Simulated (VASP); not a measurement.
Set up this calculation in VASP 6.6.1, as the native input.

```yaml
Task: single point
Functional: HSE06
Potentials_or_basis: VASP PAW PBE potentials, release 64 (Cd, S)
Cutoff: 520 eV
k_mesh: 6 × 6 × 6
Occupations: gaussian, width 0.01 eV
Spin: no spin polarisation
Dipole_correction: no
Grid_for_exact_exchange_PRECFOCK: Normal
Further_INCAR_settings: ALGO = Normal; EDIFF = 1e-06; NBANDS = 16
Share_of_exact_exchange: 0.25
Screening_parameter: 0.2079 1/Å
```

Crystal: CdS.

```xyz
2
Lattice="0.0000 2.9098 2.9817 2.9098 0.0000 2.9817 2.9098 2.9098 0.0000" Properties=species:S:1:pos:R:3 pbc="T T T"
Cd    0.0000    0.0000    0.0000
S     1.4549    1.4549    1.4908
```

This cell differs from its parent crystal: epitaxial xy strain -1.0%.

One way to write it, as run:

POSCAR

```
CdS
1.0
    0.0000000000      2.9098226932      2.9816746343
    2.9098226932      0.0000000000      2.9816746343
    2.9098226932      2.9098226932      0.0000000000
Cd S
1 1
Direct
    0.0000000000      0.0000000000      0.0000000000
    0.2500000000      0.2500000000      0.2500000000
```

INCAR.step1

```
SYSTEM = CdS
ALGO     = Normal         ! electronic algorithm
EDIFF    = 1E-5           ! SCF threshold, eV
ENCUT    = 520            ! plane-wave cutoff, eV
GGA      = PE             ! functional
ISIF     = 2              ! what is computed and relaxed
ISMEAR   = 0              ! smearing method
KPAR     = 4            
LASPH    = .True.         ! aspherical terms in the spheres
LREAL    = .False.        ! projectors in reciprocal space
LWAVE    = .True.         ! write WAVECAR
NBANDS   = 16             ! bands
NELM     = 80             ! most SCF steps
PREC     = Accurate       ! precision mode
SIGMA    = 0.01           ! smearing width, eV
```

INCAR.step2

```
SYSTEM = CdS
ALGO     = Normal         ! electronic algorithm
EDIFF    = 1E-6           ! SCF threshold, eV
ENCUT    = 520            ! plane-wave cutoff, eV
GGA      = PE             ! functional
HFSCREEN = 0.2079         ! screening, 1/A
ISIF     = 2              ! what is computed and relaxed
ISMEAR   = 0              ! smearing method
ISTART   = 1            
KPAR     = 4            
LASPH    = .True.         ! aspherical terms in the spheres
LCHARG   = .True.         ! write CHGCAR
LHFCALC  = .True.         ! exact exchange
LREAL    = .False.        ! projectors in reciprocal space
LVHAR    = .True.       
LWAVE    = .False.        ! write WAVECAR
NBANDS   = 16             ! bands
NELM     = 80             ! most SCF steps
PREC     = Accurate       ! precision mode
PRECFOCK = Normal       
SIGMA    = 0.01           ! smearing width, eV
```

KPOINTS

```
k-points
0
Gamma
  6 6 6
  0 0 0
```

Potentials or basis: VASP PAW PBE potentials, release 64 (Cd, S).

Launch:

```sh
$ cat potpaw_PBE.64/Cd/POTCAR potpaw_PBE.64/S/POTCAR > POTCAR
$ cp INCAR.step1 INCAR
$ mpirun -np 4 vasp_std > vasp.out
$ cp INCAR.step2 INCAR
$ mpirun -np 4 vasp_std > vasp.out
```

Results of the run:

The pressure is 0.8 GPa and the band gap on the k mesh is 2.10 eV.

Caveat: the cell differs from its parent crystal (epitaxial xy strain -1.0%); the structure was generated, so it needn't be the stable form of CdS; the PAW data sets were made with another functional, which shifts forces and pressure a little.

Wall time 36 min on 4 MPI ranks on Oxide Virtual Turin-like Processor (shared host), peak memory 0.28 GiB a rank.
